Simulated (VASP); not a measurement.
# InSb3 (P4mm) in VASP: a series of runs

Runs on InSb3. Level: PBE. Tasks: single point.

Everything below comes from runs of VASP 6.6.1. Logs are shortened: lines on timing, memory, paths and dates and some standing lists are left out, and cuts for length are marked.

**1. The cell of the first run**

It takes space group P4mm (No. 99, tetragonal). Conventional cell: a = 4.814 Å, b = 4.814 Å, c = 9.328 Å, α = 90.00°, β = 90.00°, γ = 90.00°. In (site symmetry 4mm) has 12 Sb at 3.40 Å and 1 In at 4.51 Å within 4.6 Å. Within 4.2 Å of In (site symmetry 4mm) lie 12 Sb at 3.20 to 3.40 Å. Sb (site symmetry 2mm) has 4 In at 3.20 to 3.40 Å and 8 Sb at 3.20 to 3.40 Å within 4.2 Å. Sb (site symmetry 2mm) has 4 In at 3.40 Å and 9 Sb at 3.40 to 4.51 Å within 4.6 Å. Sb (site symmetry 4mm) has 9 Sb at 3.40 to 4.51 Å and 4 In at 3.40 Å within 4.6 Å. Sb (site symmetry 4mm) has 8 Sb at 3.20 to 3.40 Å and 4 In at 3.40 Å within 4.2 Å.

**2. Single point, PBE (the distance across one plane changed)**

INCAR reads:

```
  PREC = Accurate
  ENCUT = 520
  EDIFF = 1E-6
  ISMEAR = 0
  SIGMA = 0.15
  LREAL = F
  LASPH = T
  NELM = 60
  ALGO = Normal
  ISIF = 2
  LWAVE = F
  LCHARG = F
  GGA = PE
  NBANDS = 38
```

KPOINTS reads:

```
regular mesh
0
Gamma
  10 10 5
```

POSCAR reads:

```
InSb3
1.0
    0.0000000000     -4.8138367962      0.0000000000
    0.0000000000      0.0000000000     -4.8138367962
    9.3276735925      0.0000000000      0.0000000000
In Sb
2 6
Direct
    1.0000000000      1.0000000000      0.3870608852
    1.0000000000      1.0000000000      0.9031420654
    0.0000000000      0.5000000000      0.1290202951
    0.0000000000      0.5000000000      0.6451014753
    0.5000000000      0.5000000000      0.3870608852
    0.5000000000      0.5000000000      0.9031420654
    0.5000000000      0.0000000000      0.1290202951
    0.5000000000      0.0000000000      0.6451014753
```

Potentials or basis: VASP PAW PBE potentials, release 64 (In_d, Sb).

On the command line:

```sh
cat potpaw_PBE.64/In_d/POTCAR potpaw_PBE.64/Sb/POTCAR > POTCAR
mpirun -np 1 vasp_std > vasp.out
```

OUTCAR:

```text
PREC = Accurate
   ENCUT = 520
   EDIFF = 1E-6
   ISMEAR = 0
   LREAL = F
   LASPH = T
   NELM = 60
   ISIF = 2
   GGA = PE

 ion  position               nearest neighbor table
   1  0.000  0.000  0.387-   3 3.40   4 3.40   7 3.40   8 3.40   3 3.40   4 3.40   7 3.40   8 3.40
                             5 3.40   5 3.40   5 3.40   5 3.40
   2  0.000  0.000  0.903-   3 3.20   7 3.20   3 3.20   7 3.20   4 3.40   4 3.40   8 3.40   8 3.40
                             6 3.40   6 3.40   6 3.40   6 3.40
   3  0.000  0.500  0.129-   2 3.20   6 3.20   2 3.20   6 3.20   1 3.40   5 3.40   5 3.40   1 3.40
                             7 3.40   7 3.40   7 3.40   7 3.40
   4  0.000  0.500  0.645-   2 3.40   6 3.40   2 3.40   6 3.40   1 3.40   5 3.40   5 3.40   1 3.40
                             8 3.40   8 3.40   8 3.40   8 3.40
   5  0.500  0.500  0.387-   3 3.40   4 3.40   7 3.40   8 3.40   7 3.40   8 3.40   3 3.40   4 3.40
                             1 3.40   1 3.40   1 3.40   1 3.40
   6  0.500  0.500  0.903-   3 3.20   7 3.20   7 3.20   3 3.20   4 3.40   8 3.40   8 3.40   4 3.40
                             2 3.40   2 3.40   2 3.40   2 3.40
   7  0.500  0.000  0.129-   2 3.20   6 3.20   6 3.20   2 3.20   5 3.40   5 3.40   1 3.40   1 3.40
                             3 3.40   3 3.40   3 3.40   3 3.40
   8  0.500  0.000  0.645-   2 3.40   6 3.40   6 3.40   2 3.40   5 3.40   5 3.40   1 3.40   1 3.40
                             4 3.40   4 3.40   4 3.40   4 3.40

  LATTYP: Found a simple tetragonal cell.
 ALAT       =     4.8138367962
 C/A-ratio  =     1.9376796488

  Lattice vectors:

 A1 = (   0.0000000000,  -4.8138367962,   0.0000000000)
 A2 = (   0.0000000000,   0.0000000000,  -4.8138367962)
 A3 = (   9.3276735925,   0.0000000000,   0.0000000000)

Analysis of symmetry for initial positions (statically):
=====================================================================
 Subroutine PRICEL returns:
 Original cell was already a primitive cell.

 Routine SETGRP: Setting up the symmetry group for a
 simple tetragonal supercell.

 Subroutine GETGRP returns: Found  8 space group operations
 (whereof  8 operations were pure point group operations)
 out of a pool of 16 trial point group operations.

The static configuration has the point symmetry C_4v.

Analysis of symmetry for dynamics (positions and initial velocities):
=====================================================================
 Subroutine PRICEL returns:
 Original cell was already a primitive cell.

 Routine SETGRP: Setting up the symmetry group for a
 simple tetragonal supercell.

 Subroutine GETGRP returns: Found  8 space group operations
 (whereof  8 operations were pure point group operations)
 out of a pool of 16 trial point group operations.

The dynamic configuration has the point symmetry C_4v.

 Subroutine INISYM returns: Found  8 space group operations
 (whereof  8 operations are pure point group operations),
 and found     1 'primitive' translations

----------------------------------------------------------------------------------------

                                     Primitive cell

  volume of cell :     216.1504

  direct lattice vectors                    reciprocal lattice vectors
     0.000000000 -4.813836796  0.000000000     0.000000000 -0.207734504  0.000000000
     0.000000000  0.000000000 -4.813836796     0.000000000  0.000000000 -0.207734504
     9.327673593  0.000000000  0.000000000     0.107207868  0.000000000  0.000000000

  length of vectors
     4.813836796  4.813836796  9.327673593     0.207734504  0.207734504  0.107207868

  position of ions in fractional coordinates (direct lattice)
     0.000000000  0.000000000  0.387060885
     0.000000000  0.000000000  0.903142065
     0.000000000  0.500000000  0.129020295
     0.000000000  0.500000000  0.645101475
     0.500000000  0.500000000  0.387060885
     0.500000000  0.500000000  0.903142065
     0.500000000  0.000000000  0.129020295
     0.500000000  0.000000000  0.645101475

  ion indices of the primitive-cell ions
   primitive index   ion index
                 1           1
                 2           2
                 3           3
                 4           4
                 5           5
                 6           6
                 7           7
                 8           8

----------------------------------------------------------------------------------------

 KPOINTS: regular mesh

Automatic generation of k-mesh.
 Grid dimensions read from file:
 generate k-points for:   10   10    5

 Generating k-lattice:

  Cartesian coordinates                     Fractional coordinates (reciprocal lattice)
     0.000000000 -0.020773450  0.000000000     0.100000000  0.000000000  0.000000000
     0.000000000  0.000000000 -0.020773450     0.000000000  0.100000000  0.000000000
     0.021441574  0.000000000  0.000000000     0.000000000  0.000000000  0.200000000

  Length of vectors
     0.020773450  0.020773450  0.021441574

  Shift w.r.t. Gamma in fractional coordinates (k-lattice)
     0.000000000  0.000000000  0.000000000

 Subroutine IBZKPT returns following result:
 ===========================================

 Found     63 irreducible k-points:

 Following reciprocal coordinates:
            Coordinates               Weight
  0.000000  0.000000  0.000000      1.000000
  0.100000  0.000000  0.000000      4.000000
  0.200000  0.000000  0.000000      4.000000
  0.300000  0.000000  0.000000      4.000000
  0.400000  0.000000  0.000000      4.000000
  0.500000  0.000000  0.000000      2.000000
[... 16 lines left out ...]
  0.100000  0.000000  0.200000      8.000000
  0.200000  0.000000  0.200000      8.000000
 [... further k-points ...]
   k-points           NKPTS =     63   k-points in BZ     NKDIM =     63   number of bands    NBANDS=     38
   number of dos      NEDOS =    301   number of ions     NIONS =      8
   total plane-waves  NPLWV =  90720
   dimension x,y,z NGX =    36 NGY =   36 NGZ =   70
   dimension x,y,z NGXF=    72 NGYF=   72 NGZF=  140
   ions per type =               2   6
   NGX,Y,Z   is equivalent  to a cutoff of  12.43, 12.43, 12.48 a.u.
   NGXF,Y,Z  is equivalent  to a cutoff of  24.87, 24.87, 24.95 a.u.
 SYSTEM =  unknown system
   PREC   = accura    normal or accurate (medium, high low for compatibility)
   ISTART =      0    job   : 0-new  1-cont  2-samecut
   ICHARG =      2    charge: 1-file 2-atom 10-const
   ISPIN  =      1    spin polarized calculation?
   LNONCOLLINEAR =      F non collinear calculations
   LSORBIT =      F    spin-orbit coupling
   LASPH  =      T    aspherical Exc in radial PAW
   ENCUT  =  520.0 eV  38.22 Ry    6.18 a.u.   8.95  8.95 17.34*2*pi/ulx,y,z
   NELM   =     60;   NELMIN=  2; NELMDL= -5     # of ELM steps
   EDIFF  = 0.1E-05   stopping-criterion for ELM
   LREAL  =      F    real-space projection
   EDIFFG = 0.1E-04   stopping-criterion for IOM
   NSW    =      0    number of steps for IOM
   IBRION =     -1    ionic relax: 0-MD 1-quasi-New 2-CG
   NFREE  =      0    steps in history (QN), initial steepest desc. (CG)
   ISIF   =      2    stress and relaxation
   ISYM   =      2    0-nonsym 1-usesym 2-fastsym
   POTIM  = 0.5000    time-step for ionic-motion
   TEBEG  =    0.0;   TEEND  =   0.0 temperature during run
   PSTRESS=    0.0 pullay stress
   NELECT =      56.0000    total number of electrons
   NUPDOWN=      -1.0000    fix difference up-down
   EMIN   =  10.00;   EMAX   =-10.00  energy-range for DOS
   EFERMI =   0.00;   METHOD = LEGACY
   ISMEAR =     0;   SIGMA  =   0.15  broadening in eV -4-tet -1-fermi 0-gaus
   EFERMI_NEDOS =   21; number of points for ismear=-14 and -15
   IALGO  =     38    algorithm
   IMIX   =      4    mixing-type and parameters
     AMIX     =   0.40;   BMIX     =  1.00
     AMIX_MAG =   1.60;   BMIX_MAG =  1.00
  volume/ion in A,a.u.               =      27.02       182.33
  Fermi-wavevector in a.u.,A,eV,Ry     =   1.043643  1.972200 14.819352  1.089192
  Thomas-Fermi vector in A             =   2.178362
   LORBIT       =      0    0 simple, 1 ext, 2 COOP (PROOUT), +10 PAW based schemes
   GGA     = PE    functional components
   LHFCALC =     F    Hartree Fock is set to
   AEXX    =    0.0000 exact exchange contribution
   IVDW    =     0    specifies the selected vdW correction
   LEPSILON=     F    determine dielectric tensor
   LRPA    =     F    only Hartree local field effects (RPA)
 non-spin polarized calculation
 Gauss-broadening in eV      SIGMA  =   0.15
  energy-cutoff  :      520.00
  volume of cell :      216.15
 maximum number of plane-waves:      5856
 NGX is ok and might be reduce to    36
   NGX = 17   NGY = 17   NGZ = 35

 number of electron      56.0000012 magnetization

 Free energy of the ion-electron system (eV)
  ---------------------------------------------------
  ext. energy  EPLUGINS =         0.00000000
  ---------------------------------------------------
  free energy    TOTEN  =       -28.38892734 eV

  energy without entropy =      -28.34891792  energy(sigma->0) =      -28.36892263

 E-fermi :   8.1319     XC(G=0): -10.1770

 val. band max:        8.1188634290   @ k =   0.5000   0.0000   0.4000
 cond. band min:       8.1473559194   @ k =   0.5000   0.4000   0.2000
 fundamental gap:      0.0284924904
 Fermi energy:         8.1319042565

 k-point     1 :       0.0000    0.0000    0.0000
  band No.  band energies     occupation
      1      -6.4420      2.00000
      2      -6.4240      2.00000
      3      -6.4240      2.00000
      4      -6.4143      2.00000
      5      -6.4138      2.00000
      6      -6.3374      2.00000
[... 30 lines left out ...]
     37      10.7978      0.00000
     38      12.1070      0.00000

 k-point     2 :       0.1000    0.0000    0.0000
  band No.  band energies     occupation
      1      -6.4406      2.00000
      2      -6.4266      2.00000
      3      -6.4239      2.00000
      4      -6.4154      2.00000
      5      -6.4128      2.00000
      6      -6.3363      2.00000
[... 30 lines left out ...]
     37      11.4921      0.00000
     38      11.6942      0.00000
[... 859 lines left out ...]
     37      11.4295      0.00000
     38      11.9977      0.00000

 k-point    24 :       0.2000    0.0000    0.2000
  band No.  band energies     occupation
      1      -6.4380      2.00000
      2      -6.4322      2.00000
      3      -6.4234      2.00000
      4      -6.4182      2.00000
      5      -6.4097      2.00000
      6      -6.3372      2.00000
[... 30 lines left out ...]
     37      11.1947      0.00000
     38      11.4291      0.00000

 [... further k-points ...]
[... 5 lines left out ...]
  --------------------------------------------------------------------------------------
  -------------------------------------------------------------------------------------
  Total        2.4878286      2.7655514      2.7655514      0.0000000      0.0000000      0.0000000
  in kB       18.4405971     20.4991691     20.4991691      0.0000000      0.0000000      0.0000000
  external PRESSURE =      19.8129784 kB  Pullay stress =       0.0000000 kB

 VOLUME and BASIS-vectors are now :
 -----------------------------------------------------------------------------
  energy-cutoff  :      520.00
  volume of cell :      216.15
      direct lattice vectors                 reciprocal lattice vectors
     0.000000000 -4.813836796  0.000000000     0.000000000 -0.207734504  0.000000000
     0.000000000  0.000000000 -4.813836796     0.000000000  0.000000000 -0.207734504
     9.327673593  0.000000000  0.000000000     0.107207868  0.000000000  0.000000000

 POSITION                                       TOTAL-FORCE (eV/Angst)
 -----------------------------------------------------------------------------------
      3.61038      0.00000      0.00000         0.043865      0.000000      0.000000
      8.42421      0.00000      0.00000        -0.487151      0.000000     -0.000000
      1.20346      0.00000     -2.40692         0.443521      0.000000      0.000000
      6.01730      0.00000     -2.40692        -0.088031      0.000000     -0.000000
      3.61038     -2.40692     -2.40692         0.132810     -0.000000      0.000000
      8.42421     -2.40692     -2.40692        -0.400504      0.000000      0.000000
      1.20346     -2.40692      0.00000         0.443521      0.000000     -0.000000
      6.01730     -2.40692      0.00000        -0.088031      0.000000     -0.000000
 -----------------------------------------------------------------------------------
    total drift:                               -0.000024      0.000000      0.000000

  FREE ENERGIE OF THE ION-ELECTRON SYSTEM (eV)
  ---------------------------------------------------
  free  energy   TOTEN  =       -28.3889273428 eV

  energy  without entropy=      -28.3489179209  energy(sigma->0) =      -28.36892263
```

Run time: 3.2 min. Hardware: 1 thread of AMD EPYC 9R45 (Zen 5), shared host; peak memory 0.53 GiB.

What came out:

```
Free energy            : -28.3889 eV
Pressure               : 2.0 GPa
Largest force          : 0.487 eV/Å
Band gap on the k mesh : zero (bands 28 and 29 overlap by 2.46 eV)
```

Forces on the atoms (eV/Å):
```
In   0.044  0.000  0.000
In  -0.487  0.000  0.000
Sb   0.444  0.000  0.000
Sb  -0.088  0.000  0.000
Sb   0.133  0.000  0.000
Sb  -0.401  0.000  0.000
Sb   0.444  0.000  0.000
Sb  -0.088  0.000  0.000
```

Caveat: the cell differs from its parent crystal (the distance across one plane changed); spin-orbit coupling is left out, which moves the levels of the heavy elements.

**3. Single point, PBE (the distance across one plane changed)**

INCAR reads:

```
SYSTEM = InSb3
  PREC = Accurate
  ENCUT = 520
  EDIFF = 1E-6
  ISMEAR = 0
  SIGMA = 0.15
  LREAL = .False.
  LASPH = .True.
  NELM = 100
  ALGO = Normal
  ISIF = 2
  LWAVE = .False.
  LCHARG = .False.
  GGA = PE
  NBANDS = 38
```

KPOINTS reads:

```
regular mesh
0
Gamma
  10 10 5
  0 0 0
```

POSCAR reads:

```
InSb3
1.0
    0.0000000000     -4.8138367962      0.0000000000
    0.0000000000      0.0000000000     -4.8138367962
    9.8776735925      0.0000000000      0.0000000000
In Sb
2 6
Direct
    1.0000000000      1.0000000000      0.3655088988
    1.0000000000      1.0000000000      0.8528540971
    0.0000000000      0.5000000000      0.1218362996
    0.0000000000      0.5000000000      0.6091814979
    0.5000000000      0.5000000000      0.3655088988
    0.5000000000      0.5000000000      0.8528540971
    0.5000000000      0.0000000000      0.1218362996
    0.5000000000      0.0000000000      0.6091814979
```

Potentials or basis: VASP PAW PBE potentials, release 64 (In_d, Sb).

On the command line:

```sh
cat potpaw_PBE.64/In_d/POTCAR potpaw_PBE.64/Sb/POTCAR > POTCAR
mpirun -np 1 vasp_std > vasp.out
```

It took 3 min on 1 thread of AMD EPYC 9R45 (Zen 5), shared host; peak memory 0.57 GiB.

It converged, with:

```yaml
Free_energy: -28.4597 eV
Pressure: -1.2 GPa
Largest_force: 0.232 eV/Å
Band_gap_on_the_k_mesh: zero (bands 28 and 29 overlap by 1.83 eV)
```

Forces in eV/Å, atoms in the order of the input:
```
In  -0.022  0.000  0.000
In   0.232  0.000  0.000
Sb  -0.166  0.000  0.000
Sb   0.063  0.000  0.000
Sb  -0.110  0.000  0.000
Sb   0.106  0.000  0.000
Sb  -0.166  0.000  0.000
Sb   0.063  0.000  0.000
```

Levels at points of the mesh, in eV from the Fermi level:
```csv
k point,band 24,band 25,band 26,band 27,band 28,band 29,band 30,band 31,band 32,band 33
"(0.00, 0.00, 0.00)",-1.90,-1.90,-0.90,-0.68,0.46,0.46,0.49,1.64,1.76,1.76
"(0.50, 0.00, 0.00)",-1.51,-1.50,-1.29,-1.06,-0.99,-0.87,-0.74,-0.28,1.23,1.98
"(0.50, 0.50, 0.00)",-1.73,-1.73,-1.28,-1.03,-1.03,-0.65,1.08,3.23,3.35,3.38
```

Caveat: the cell differs from its parent crystal (the distance across one plane changed); spin-orbit coupling is left out, which moves the levels of the heavy elements.

The gap in the log of VASP goes by the Fermi energy; the results here count the filled bands.